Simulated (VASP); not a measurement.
A run of VASP 6.6.1:

INCAR

```
ALGO = Normal
EDIFF = 1E-6
ENCUT = 520
GGA = PE
ISIF = 2
ISMEAR = -1
LASPH = True
LCHARG = False
LREAL = False
LWAVE = False
NBANDS = 30
NELM = 100
PREC = Accurate
SIGMA = 0.1
```

The input KPOINTS:

```
k-points
0
Gamma
  16 16 5
```

POSCAR

```
Cu
1.0
    2.6341892813      0.0000000000      0.0000000000
   -1.3170946407      2.2812748360      0.0000000000
    0.0000000000      0.0000000000      8.6029008073
Cu
4
Direct
    1.0000000000      0.0000000000      0.0000000000
    1.0000000000      1.0000000000      0.5000000000
    0.3333333333      0.6666666667      0.2500000000
    0.6666666667      0.3333333333      0.7500000000
```

Potentials or basis: VASP PAW PBE potentials, release 64 (Cu).

Command:

```sh
$ cat potpaw_PBE.64/Cu/POTCAR > POTCAR
$ mpirun -np 1 vasp_std > vasp.out
```

Hardware: 1 thread of Intel(R) Xeon(R) 6975P-C (Granite Rapids), with other jobs on the host.

Estimate the wall time of this run.

Run time: 58 s on 1 thread of Intel(R) Xeon(R) 6975P-C (Granite Rapids), with other jobs on the host, peak memory 0.23 GiB. Counts: scf iterations 14, k points 90.
